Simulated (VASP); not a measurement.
# Cu (Fm-3m) in VASP: notebook, part 2 of 2

VASP 6.6.1. The steps go on from the part before.

## Step 4: Single point, LDA

The input, INCAR:

```
SYSTEM = Cu
PREC     = Accurate       ! precision mode
ENCUT    = 600            ! plane-wave cutoff, eV
EDIFF    = 1E-6           ! SCF threshold, eV
ISMEAR   = -1             ! smearing method
SIGMA    = 0.05           ! smearing width, eV
LREAL    = .FALSE.        ! projectors in reciprocal space
LASPH    = .TRUE.         ! aspherical terms in the spheres
NELM     = 120            ! most SCF steps
ALGO     = Normal         ! electronic algorithm
ISIF     = 2              ! what is computed and relaxed
LWAVE    = .FALSE.        ! write WAVECAR
LCHARG   = .FALSE.        ! write CHGCAR
NBANDS   = 12             ! bands
GGA_COMPAT= .FALSE.
```

The input, KPOINTS:

```
regular mesh
0
G
  13 13 13
  0 0 0
```

The input, POSCAR:

```
Cu
1.0
    0.0000000000      1.8312856224      1.8312856224
    1.8312856224      0.0000000000      1.8312856224
    1.8312856224      1.8312856224      0.0000000000
Cu
1
Direct
    0.0000000000      0.0000000000      0.0000000000
```

Potentials or basis: VASP PAW LDA potentials, release 64 (Cu).

Command:

```
$ cat potpaw_LDA.64/Cu/POTCAR > POTCAR
$ mpirun -np 1 vasp_std > vasp.out
```

OUTCAR:

```text
SYSTEM = Cu
   PREC = Accurate
   ENCUT = 600
   EDIFF = 1E-6
   ISMEAR = -1
   LREAL = .FALSE.
   LASPH = .TRUE.
   NELM = 120
   ISIF = 2

 ion  position               nearest neighbor table
   1  0.000  0.000  0.000-

  LATTYP: Found a face centered cubic cell.
 ALAT       =     3.6625712448

  Lattice vectors:

 A1 = (   0.0000000000,   1.8312856224,   1.8312856224)
 A2 = (   1.8312856224,   0.0000000000,   1.8312856224)
 A3 = (   1.8312856224,   1.8312856224,   0.0000000000)

Analysis of symmetry for initial positions (statically):
=====================================================================
 Subroutine PRICEL returns:
 Original cell was already a primitive cell.

 Routine SETGRP: Setting up the symmetry group for a
 face centered cubic supercell.

 Subroutine GETGRP returns: Found 48 space group operations
[... 9 lines left out ...]

 Routine SETGRP: Setting up the symmetry group for a
 face centered cubic supercell.

 Subroutine GETGRP returns: Found 48 space group operations
[... 11 lines left out ...]
                                     Primitive cell

  volume of cell :      12.2828

  direct lattice vectors                    reciprocal lattice vectors
     0.000000000  1.831285622  1.831285622    -0.273032232  0.273032232  0.273032232
     1.831285622  0.000000000  1.831285622     0.273032232 -0.273032232  0.273032232
     1.831285622  1.831285622  0.000000000     0.273032232  0.273032232 -0.273032232

  length of vectors
     2.589828964  2.589828964  2.589828964     0.472905697  0.472905697  0.472905697

  position of ions in fractional coordinates (direct lattice)
     0.000000000  0.000000000  0.000000000

  ion indices of the primitive-cell ions
   primitive index   ion index
                 1           1

----------------------------------------------------------------------------------------

 KPOINTS: regular mesh

Automatic generation of k-mesh.
 Grid dimensions read from file:
 generate k-points for:   13   13   13

[... 82 lines left out ...]
     AMIX     =   0.40;   BMIX     =  1.00
     AMIX_MAG =   1.60;   BMIX_MAG =  1.00
  volume/ion in A,a.u.               =      12.28        82.89
  Fermi-wavevector in a.u.,A,eV,Ry     =   1.577997  2.981983 33.879542  2.490076
  Thomas-Fermi vector in A             =   2.678595
   LORBIT       =      0    0 simple, 1 ext, 2 COOP (PROOUT), +10 PAW based schemes
   GGA     = CA    functional components
   LHFCALC =     F    Hartree Fock is set to
   AEXX    =    0.0000 exact exchange contribution
   IVDW    =     0    specifies the selected vdW correction
   LEPSILON=     F    determine dielectric tensor
   LRPA    =     F    only Hartree local field effects (RPA)
 non-spin polarized calculation
  energy-cutoff  :      600.00
  volume of cell :       12.28
 maximum number of plane-waves:       423
 NGX is ok and might be reduce to    24
   NGX = 11   NGY = 11   NGZ = 11

 number of electron      11.0000001 magnetization

 Free energy of the ion-electron system (eV)
  ---------------------------------------------------
  ext. energy  EPLUGINS =         0.00000000
  ---------------------------------------------------
  free energy    TOTEN  =        -4.63439929 eV

  energy without entropy =       -4.63169733  energy(sigma->0) =       -4.63304831

 E-fermi :   7.0123     XC(G=0): -12.8754

 val. band max:        6.8166162659   @ k =   0.4615   0.2308   0.0000
 cond. band min:       7.0235204958   @ k =   0.4615   0.3077   0.0000
 fundamental gap:      0.2069042298
 Fermi energy:         7.0123356375

 k-point     1 :       0.0000    0.0000    0.0000
  band No.  band energies     occupation
      1      -2.1983      2.00000
      2       3.8944      2.00000
      3       3.8944      2.00000
      4       3.8944      2.00000
      5       4.6824      2.00000
      6       4.6824      2.00000
      7      29.2319      0.00000
      8      31.3803      0.00000
      9      31.3803      0.00000
     10      31.3803      0.00000
     11      33.9025      0.00000
     12      33.9025      0.00000
[... 331 lines left out ...]
 k-point    24 :       0.4615    0.1538    0.0000
  band No.  band energies     occupation
      1       2.1999      2.00000
      2       3.5889      2.00000
      3       3.9219      2.00000
      4       4.1632      2.00000
      5       5.2332      2.00000
      6       6.5160      1.99990
      7      12.7066      0.00000
      8      23.3164      0.00000
      9      24.4946      0.00000
     10      26.7918      0.00000
     11      36.2476      0.00000
     12      36.4920      0.00000

 [... further k-points ...]
[... 5 lines left out ...]
  --------------------------------------------------------------------------------------
  -------------------------------------------------------------------------------------
  Total       -1.2357957     -1.2357957     -1.2357957      0.0000000      0.0000000      0.0000000
  in kB     -161.1977631   -161.1977631   -161.1977631      0.0000000      0.0000000      0.0000000
  external PRESSURE =    -161.1977631 kB  Pullay stress =       0.0000000 kB

 VOLUME and BASIS-vectors are now :
 -----------------------------------------------------------------------------
  energy-cutoff  :      600.00
  volume of cell :       12.28
      direct lattice vectors                 reciprocal lattice vectors
     0.000000000  1.831285622  1.831285622    -0.273032232  0.273032232  0.273032232
     1.831285622  0.000000000  1.831285622     0.273032232 -0.273032232  0.273032232
     1.831285622  1.831285622  0.000000000     0.273032232  0.273032232 -0.273032232

 POSITION                                       TOTAL-FORCE (eV/Angst)
 -----------------------------------------------------------------------------------
      0.00000      0.00000      0.00000         0.000000      0.000000      0.000000
 -----------------------------------------------------------------------------------
    total drift:                               -0.000000      0.000000      0.000000

  FREE ENERGIE OF THE ION-ELECTRON SYSTEM (eV)
  ---------------------------------------------------
  free  energy   TOTEN  =        -4.6343992876 eV

  energy  without entropy=       -4.6316973320  energy(sigma->0) =       -4.63304831
```

OSZICAR:

```text
N       E                     dE             d eps       ncg     rms          rms(c)
DAV:   1     0.448417264271E+02    0.44842E+02   -0.59661E+03  2300   0.173E+03
DAV:   2    -0.410598295894E+01   -0.48948E+02   -0.45032E+02  2052   0.214E+02
DAV:   3    -0.559504116288E+01   -0.14891E+01   -0.14817E+01  2400   0.441E+01
DAV:   4    -0.560443530581E+01   -0.93941E-02   -0.93928E-02  2284   0.305E+00
DAV:   5    -0.560452941617E+01   -0.94110E-04   -0.94110E-04  2432   0.306E-01    0.791E+00
DAV:   6    -0.510845834581E+01    0.49607E+00   -0.16750E+01  2392   0.795E+01    0.447E+00
DAV:   7    -0.464774438223E+01    0.46071E+00   -0.27686E+00  2404   0.327E+01    0.502E-01
DAV:   8    -0.463667436399E+01    0.11070E-01   -0.80309E-03  2532   0.179E+00    0.353E-01
DAV:   9    -0.463438835350E+01    0.22860E-02   -0.12514E-02  2456   0.194E+00    0.174E-02
DAV:  10    -0.463439690489E+01   -0.85514E-05   -0.33712E-05  2904   0.916E-02    0.522E-03
DAV:  11    -0.463439928874E+01   -0.23839E-05   -0.54172E-07  1768   0.986E-03    0.650E-04
DAV:  12    -0.463439928763E+01    0.11100E-08   -0.70537E-08  1264   0.336E-03
   1 F= -.46343993E+01 E0= -.46330483E+01  d E =-.270196E-02
```

Run time: 11 s. Hardware: 1 thread of Intel Xeon Platinum 8488C (Sapphire Rapids), shared host; peak memory 0.13 GiB.

Results:

| Property | Result |
| --- | --- |
| Free energy | -4.6344 eV |
| Pressure | -16.1 GPa |

## Step 5: Summary

```tsv
level	potentials or basis	cell	gap on the mesh (eV)	pressure (GPa)
revPBE+D4	VASP PAW PBE potentials, release 64 (Cu)	a = 2.590 Å, angles 60.0°, 1 atom	none	-11.6
revPBE+D4	VASP PAW PBE potentials, release 64 (Cu)	a = 2.606 Å, angles 60.0°, 1 atom	none	-13.5
LDA	VASP PAW LDA potentials, release 64 (Cu)	a = 2.590 Å, angles 60.0°, 1 atom	none	-16.1
```

Alike in all rows: task single point; no spin polarisation; k mesh 13 × 13 × 13; cutoff (eV) 600; smearing fermi-dirac 0.05 eV.

Caveats: the PAW data sets were made with another functional, which shifts forces and pressure a little (some runs); pairwise dispersion overbinds metals, which lowers pressure and volume (some runs).

Absolute energies hang on the potentials; compare differences alone.
